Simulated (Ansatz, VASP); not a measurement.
**Two plane-wave programs on Ga**

Contents of INCAR:

```
PREC = Accurate ; ENCUT = 600
EDIFF = 1E-7 ; ISMEAR = -1
SIGMA = 0.05 ; LREAL = F
LASPH = T ; NELM = 100
ALGO = Fast ; ISIF = 3
LWAVE = F ; LCHARG = F
GGA = RP ; IBRION = 2
NSW = 60 ; EDIFFG = -0.01
```

The input KPOINTS:

```
regular mesh
0
Gamma
  10 10 8
```

File POSCAR:

```
Ga
1.0
    1.3830000000     -4.0265000000      0.0000000000
    1.3830000000      4.0265000000      0.0000000000
   -0.1174474948      0.0000000000      3.3299294416
Ga
2
Direct
    0.1310000000      0.8690000000      0.7500000000
    0.8690000000      0.1310000000      0.2500000000
```

The input input.yaml:

```yaml
crystal:
  lattice:
    - [1.383, -4.0265, 0.0]
    - [1.383, 4.0265, 0.0]
    - [-0.1174474948, 0.0, 3.3299294416]
  atoms:
    - { symbol: Ga, position: [0.131, 0.869, 0.75] }
    - { symbol: Ga, position: [0.869, 0.131, 0.25] }
hamiltonian:
  xc: rpbe
  pseudopotentials: { kind: paw }
kpoints:
  mp_grid: { grid: [10, 10, 8] }
scf:
  occupations: { method: fermi_dirac, width: 0.05 }
output:
  forces: true
  stress: true
  eigenvalues: true
relax:
  f_tol: 0.01
  max_steps: 40
  cell: { stress_tol: 0.05 }
```

Alike in both runs: task relaxation of cell and atoms; functional RPBE; k mesh 10 × 10 × 8; occupations fermi-dirac, width 0.05 eV; no spin polarisation.

|  | VASP | Ansatz |
| --- | --- | --- |
| version | VASP 6.6.1 | Ansatz 0.2.0 |
| potentials or method | VASP PAW PBE potentials, release 64 (Ga_d) | Ansatz PAW |
| plane-wave cutoff (eV) | 600 | 420 |
| valence electrons in the cell | 26 | 26 |

Ansatz gave:

- gap on the k mesh at the Fermi level, each at its own relaxed structure (eV): none
- relaxed volume (Å³/atom): 19.89
- relaxed length of the cell vector where the two differ most in proportion (Å): 3.256

Estimate VASP's values.

gap on the k mesh at the Fermi level, each at its own relaxed structure (eV): none; relaxed volume (Å³/atom): 19.96; relaxed length of the cell vector where the two differ most in proportion (Å): 3.261.

VASP's potentials were made for PBE, not for RPBE. A gap of «none» marks a metal or a gap that the smearing closes.

Noted on Ansatz's run: the plane-wave basis is chosen anew once the cell has moved, so the energies of steps on either side of that aren't comparable.
